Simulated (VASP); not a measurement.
# SrO (P-6) in VASP: relaxation of cell and atoms with PBE

Aim: the relaxation of cell and atoms of SrO with PBE.

All numbers are computed with VASP 6.6.1; they aren't measurements. Logs are shortened: lines on timing, memory, paths and dates and some standing lists are left out, and cuts for length are marked.

## Step 1: The cell of the first run

Symmetry: P-6, No. 174, hexagonal system. Conventional cell: a = 4.522 Å, b = 4.522 Å, c = 6.455 Å, α = 90.00°, β = 90.00°, γ = 120.00°. Sr (site symmetry m) has 6 Sr at 2.61 Å and 2 O at 3.38 Å within 3.4 Å. Within 2.2 Å of O (site symmetry m) lie 2 O at 1.65 Å.

The cell was generated, and may not be a known phase.

## Step 2: Relaxation of cell and atoms, PBE

The input, INCAR:

```
  ALGO = Normal
  EDIFF = 1E-6
  EDIFFG = -0.04
  ENCUT = 600
  GGA = PE
  IBRION = 2
  ISIF = 3
  ISMEAR = 0
  LASPH = T
  LCHARG = F
  LREAL = F
  LWAVE = F
  NELM = 100
  NSW = 90
  PREC = Accurate
  SIGMA = 0.1
```

The input, KPOINTS:

```
k-points
0
Gamma
  6 6 4
```

The input, POSCAR:

```
SrO
1.0
    4.5215391000      0.0000000000      0.0000000000
   -2.2607695500      3.9157677248      0.0000000000
    0.0000000000      0.0000000000      6.4551087951
Sr O
3 3
Direct
    0.6666666667      0.0000000000      0.5000000000
    0.3333333333      0.3333333333      0.5000000000
    0.0000000000      0.6666666667      0.5000000000
    0.1776607012      0.4276607012      0.0000000000
    0.5723392988      0.7500000000      0.0000000000
    0.2500000000      0.8223392988      0.0000000000
```

Potentials or basis: VASP PAW PBE potentials, release 64 (Sr_sv, O).

On the command line:

```console
$ cat potpaw_PBE.64/Sr_sv/POTCAR potpaw_PBE.64/O/POTCAR > POTCAR
$ mpirun -np 1 vasp_std > vasp.out
```

OUTCAR:

```text
EDIFF = 1E-6
   EDIFFG = -0.04
   ENCUT = 600
   GGA = PE
   IBRION = 2
   ISIF = 3
   ISMEAR = 0
   LASPH = T
   LREAL = F
   NELM = 100
   NSW = 90
   PREC = Accurate

 ion  position               nearest neighbor table
   1  0.667  0.000  0.500-   2 2.61   3 2.61   3 2.61   2 2.61   2 2.61   3 2.61   5 3.38   5 3.38

   2  0.333  0.333  0.500-   3 2.61   1 2.61   1 2.61   3 2.61   3 2.61   1 2.61   4 3.38   4 3.38

   3  0.000  0.667  0.500-   2 2.61   1 2.61   1 2.61   2 2.61   2 2.61   1 2.61   6 3.38   6 3.38

   4  0.178  0.428  0.000-   6 1.65   5 1.65   2 3.38   2 3.38
   5  0.572  0.750  0.000-   4 1.65   6 1.65   1 3.38   1 3.38
   6  0.250  0.822  0.000-   4 1.65   5 1.65   3 3.38   3 3.38

  LATTYP: Found a hexagonal cell.
 ALAT       =     4.5215391000
 C/A-ratio  =     1.4276352924

  Lattice vectors:

 A1 = (   4.5215391000,   0.0000000000,   0.0000000000)
 A2 = (  -2.2607695500,   3.9157677248,   0.0000000000)
 A3 = (   0.0000000000,   0.0000000000,   6.4551087951)

Analysis of symmetry for initial positions (statically):
=====================================================================
 Subroutine PRICEL returns:
 Original cell was already a primitive cell.

 Routine SETGRP: Setting up the symmetry group for a
 hexagonal supercell.

 Subroutine GETGRP returns: Found  6 space group operations
 (whereof  6 operations were pure point group operations)
 out of a pool of 24 trial point group operations.

The static configuration has the point symmetry C_3h.

Analysis of symmetry for dynamics (positions and initial velocities):
=====================================================================
 Subroutine PRICEL returns:
 Original cell was already a primitive cell.

 Routine SETGRP: Setting up the symmetry group for a
 hexagonal supercell.

 Subroutine GETGRP returns: Found  6 space group operations
 (whereof  6 operations were pure point group operations)
 out of a pool of 24 trial point group operations.

The dynamic configuration has the point symmetry C_3h.

 Subroutine INISYM returns: Found  6 space group operations
 (whereof  6 operations are pure point group operations),
 and found     1 'primitive' translations

----------------------------------------------------------------------------------------

                                     Primitive cell

  volume of cell :     114.2896

  direct lattice vectors                    reciprocal lattice vectors
     4.521539100  0.000000000  0.000000000     0.221163630  0.127688881  0.000000000
    -2.260769550  3.915767725  0.000000000     0.000000000  0.255377762  0.000000000
     0.000000000  0.000000000  6.455108795     0.000000000  0.000000000  0.154916057

  length of vectors
     4.521539100  4.521539100  6.455108795     0.255377762  0.255377762  0.154916057

  position of ions in fractional coordinates (direct lattice)
     0.666666667  0.000000000  0.500000000
     0.333333333  0.333333333  0.500000000
     0.000000000  0.666666667  0.500000000
     0.177660701  0.427660701  0.000000000
     0.572339299  0.750000000  0.000000000
     0.250000000  0.822339299  0.000000000

  ion indices of the primitive-cell ions
   primitive index   ion index
                 1           1
                 2           2
                 3           3
                 4           4
                 5           5
                 6           6

----------------------------------------------------------------------------------------

 KPOINTS: k-points

Automatic generation of k-mesh.
 Grid dimensions read from file:
 generate k-points for:    6    6    4

 Generating k-lattice:

  Cartesian coordinates                     Fractional coordinates (reciprocal lattice)
     0.036860605  0.021281480  0.000000000     0.166666667  0.000000000  0.000000000
     0.000000000  0.042562960  0.000000000     0.000000000  0.166666667  0.000000000
     0.000000000  0.000000000  0.038729014     0.000000000  0.000000000  0.250000000

  Length of vectors
     0.042562960  0.042562960  0.038729014

  Shift w.r.t. Gamma in fractional coordinates (k-lattice)
     0.000000000  0.000000000  0.000000000

 Subroutine IBZKPT returns following result:
 ===========================================

 Found     24 irreducible k-points:

 Following reciprocal coordinates:
            Coordinates               Weight
  0.000000  0.000000  0.000000      1.000000
  0.166667  0.000000  0.000000      6.000000
  0.333333  0.000000  0.000000      6.000000
  0.500000  0.000000  0.000000      3.000000
  0.166667  0.166667  0.000000      6.000000
  0.333333  0.166667  0.000000      6.000000
[... 16 lines left out ...]
 -0.333333  0.500000  0.500000      6.000000
  0.333333  0.333333  0.500000      2.000000
   k-points           NKPTS =     24   k-points in BZ     NKDIM =     24   number of bands    NBANDS=     28
   number of dos      NEDOS =    301   number of ions     NIONS =      6
   total plane-waves  NPLWV =  69984
   dimension x,y,z NGX =    36 NGY =   36 NGZ =   54
   dimension x,y,z NGXF=    72 NGYF=   72 NGZF=  108
   ions per type =               3   3
   NGX,Y,Z   is equivalent  to a cutoff of  13.24, 13.24, 13.91 a.u.
   NGXF,Y,Z  is equivalent  to a cutoff of  26.47, 26.47, 27.81 a.u.
 SYSTEM =  unknown system
   PREC   = accura    normal or accurate (medium, high low for compatibility)
   ISTART =      0    job   : 0-new  1-cont  2-samecut
   ICHARG =      2    charge: 1-file 2-atom 10-const
   ISPIN  =      1    spin polarized calculation?
   LNONCOLLINEAR =      F non collinear calculations
   LSORBIT =      F    spin-orbit coupling
   LASPH  =      T    aspherical Exc in radial PAW
   ENCUT  =  600.0 eV  44.10 Ry    6.64 a.u.   9.03  9.03 12.89*2*pi/ulx,y,z
   NELM   =    100;   NELMIN=  2; NELMDL= -5     # of ELM steps
   EDIFF  = 0.1E-05   stopping-criterion for ELM
   LREAL  =      F    real-space projection
   EDIFFG = -.4E-01   stopping-criterion for IOM
   NSW    =     90    number of steps for IOM
   IBRION =      2    ionic relax: 0-MD 1-quasi-New 2-CG
   NFREE  =      1    steps in history (QN), initial steepest desc. (CG)
   ISIF   =      3    stress and relaxation
   ISYM   =      2    0-nonsym 1-usesym 2-fastsym
   POTIM  = 0.5000    time-step for ionic-motion
   TEBEG  =    0.0;   TEEND  =   0.0 temperature during run
   PSTRESS=    0.0 pullay stress
   NELECT =      48.0000    total number of electrons
   NUPDOWN=      -1.0000    fix difference up-down
   EMIN   =  10.00;   EMAX   =-10.00  energy-range for DOS
   EFERMI =   0.00;   METHOD = LEGACY
   ISMEAR =     0;   SIGMA  =   0.10  broadening in eV -4-tet -1-fermi 0-gaus
   EFERMI_NEDOS =   21; number of points for ismear=-14 and -15
   IALGO  =     38    algorithm
   IMIX   =      4    mixing-type and parameters
     AMIX     =   0.40;   BMIX     =  1.00
     AMIX_MAG =   1.60;   BMIX_MAG =  1.00
  volume/ion in A,a.u.               =      19.05       128.54
  Fermi-wavevector in a.u.,A,eV,Ry     =   1.225988  2.316782 20.450199  1.503047
  Thomas-Fermi vector in A             =   2.361006
   LORBIT       =      0    0 simple, 1 ext, 2 COOP (PROOUT), +10 PAW based schemes
   GGA     = PE    functional components
   LHFCALC =     F    Hartree Fock is set to
   AEXX    =    0.0000 exact exchange contribution
   IVDW    =     0    specifies the selected vdW correction
   LEPSILON=     F    determine dielectric tensor
   LRPA    =     F    only Hartree local field effects (RPA)
 conjugate gradient relaxation of ions
 non-spin polarized calculation
 Gauss-broadening in eV      SIGMA  =   0.10
  energy-cutoff  :      600.00
  volume of cell :      114.29
 maximum number of plane-waves:      3852
   NGX = 19   NGY = 19   NGZ = 25

--------------------------------------- Ionic step        1  -------------------------------------------

 number of electron      48.0000006 magnetization

 Free energy of the ion-electron system (eV)
  ---------------------------------------------------
  ext. energy  EPLUGINS =         0.00000000
  ---------------------------------------------------
  free energy    TOTEN  =        -4.33934038 eV

  energy without entropy =       -4.28838589  energy(sigma->0) =       -4.31386313

------------------------ aborting loop because EDIFF is reached ----------------------------------------

  FORCE on cell =-STRESS in cart. coord.  units (eV):
  Direction    XX          YY          ZZ          XY          YZ          ZX
  --------------------------------------------------------------------------------------
  -------------------------------------------------------------------------------------
  Total       28.9956323     28.9956323    -10.1180972      0.0000000      0.0000000      0.0000000
  in kB      406.4773832    406.4773832   -141.8412825      0.0000006      0.0000000      0.0000000
  external PRESSURE =     223.7044946 kB  Pullay stress =       0.0000000 kB
[... 101 lines left out ...]
  FREE ENERGIE OF THE ION-ELECTRON SYSTEM (eV)
  ---------------------------------------------------
  free  energy   TOTEN  =       -17.6883223539 eV

  energy  without entropy=      -17.6176821337  energy(sigma->0) =      -17.65300224

 E-fermi :   1.4301     XC(G=0):  -8.5246

 val. band max:        1.1292098097   @ k =   0.0000   0.0000   0.5000
 cond. band min:       1.6869891160   @ k =   0.0000   0.0000   0.0000
 fundamental gap:      0.5577793063
 Fermi energy:         1.4301192943

 k-point     1 :       0.0000    0.0000    0.0000
  band No.  band energies     occupation
      1     -32.3385      2.00000
      2     -32.2996      2.00000
      3     -32.2996      2.00000
      4     -16.2148      2.00000
      5     -16.1108      2.00000
      6     -16.1108      2.00000
[... 733 lines left out ...]
     27       5.1447      0.00000
     28       5.3308      0.00000

 E-fermi :   2.5328     XC(G=0):  -9.9739

 val. band max:        2.0416843459   @ k =   0.0000   0.0000   0.0000
 cond. band min:       4.8184869294   @ k =   0.0000   0.0000   0.0000
 fundamental gap:      2.7768025835
 Fermi energy:         2.5328103115

 k-point     1 :       0.0000    0.0000    0.0000
  band No.  band energies     occupation
      1     -31.1552      2.00000
      2     -30.9999      2.00000
      3     -30.9999      2.00000
      4     -14.8676      2.00000
      5     -14.8676      2.00000
      6     -13.6905      2.00000
[... 733 lines left out ...]
     27       7.2558      0.00000
     28       7.6552      0.00000

[... ionic steps 4 to 18 ...]

--------------------------------------- Ionic step       19  -------------------------------------------

 number of electron      48.0000000 magnetization

------------------------ aborting loop because EDIFF is reached ----------------------------------------

  FORCE on cell =-STRESS in cart. coord.  units (eV):
  Direction    XX          YY          ZZ          XY          YZ          ZX
  --------------------------------------------------------------------------------------
  -------------------------------------------------------------------------------------
  Total       -0.0393271     -0.0393271     -0.1470711     -0.0000001     -0.0000000      0.0000000
  in kB       -0.6271022     -0.6271022     -2.3451674     -0.0000018     -0.0000000      0.0000000
  external PRESSURE =      -1.1997906 kB  Pullay stress =       0.0000000 kB
[... 65 lines left out ...]
  energy  without entropy=      -34.5050395170  energy(sigma->0) =      -34.50503952

--------------------------------------- Ionic step       21  -------------------------------------------

 number of electron      48.0000001 magnetization

 Free energy of the ion-electron system (eV)
  ---------------------------------------------------
  ext. energy  EPLUGINS =         0.00000000
  ---------------------------------------------------
  free energy    TOTEN  =       -34.50535855 eV

  energy without entropy =      -34.50535855  energy(sigma->0) =      -34.50535855

 E-fermi :   2.6550     XC(G=0): -10.0905

 val. band max:        2.1210365346   @ k =   0.0000   0.0000   0.0000
 cond. band min:       5.0287927095   @ k =   0.0000   0.0000   0.0000
 fundamental gap:      2.9077561749
 Fermi energy:         2.6549654606

 k-point     1 :       0.0000    0.0000    0.0000
  band No.  band energies     occupation
      1     -30.9437      2.00000
      2     -30.7702      2.00000
      3     -30.7702      2.00000
      4     -14.7914      2.00000
      5     -14.7914      2.00000
      6     -13.3359      2.00000
[... 766 lines left out ...]
  FREE ENERGIE OF THE ION-ELECTRON SYSTEM (eV)
  ---------------------------------------------------
  free  energy   TOTEN  =       -34.5053585459 eV

  energy  without entropy=      -34.5053585459  energy(sigma->0) =      -34.50535855

 reached required accuracy - stopping structural energy minimisation
```

It took 20 min on 1 thread of Intel Xeon Platinum 8488C (Sapphire Rapids), shared host; peak memory 0.33 GiB.

Results:

| Property | Result |
| --- | --- |
| Free energy | -34.5054 eV |
| Relaxed volume | 16.75 Å³/atom |
| Relaxed cell | a = 6.002 Å, b = 6.002 Å, c = 3.221 Å, α = 90.00°, β = 90.00°, γ = 120.00° |
| Space group after relaxing (to 0.1 Å) | P-6m2 (No. 187) |
| Pressure after relaxing | -0.1 GPa |
| Largest force after relaxing | 0.014 eV/Å |
| Band gap on the k mesh | 2.91 eV |

Forces in eV/Å, atoms in the order of the input:
```
Sr  -0.014  0.001  0.000
Sr   0.008  0.012  0.000
Sr   0.006 -0.013  0.000
O    0.007 -0.007  0.000
O    0.003  0.010  0.000
O   -0.010 -0.002  0.000
```

Final structure:
```
Sr O
1.0
     6.00153    0.00000    0.00000
    -3.00077    5.19748    0.00000
     0.00000    0.00000    3.22104
Sr O
3 3
Direct
  0.66688 0.99999 0.50000
  0.33311 0.33312 0.50000
  0.00001 0.66689 0.50000
  0.99992 0.33357 0.00000
  0.66643 0.66634 0.00000
  0.33366 0.00008 0.00000
```

Caveat: a cell axis changed by over 15 % at a fixed basis, so the end point is rough.
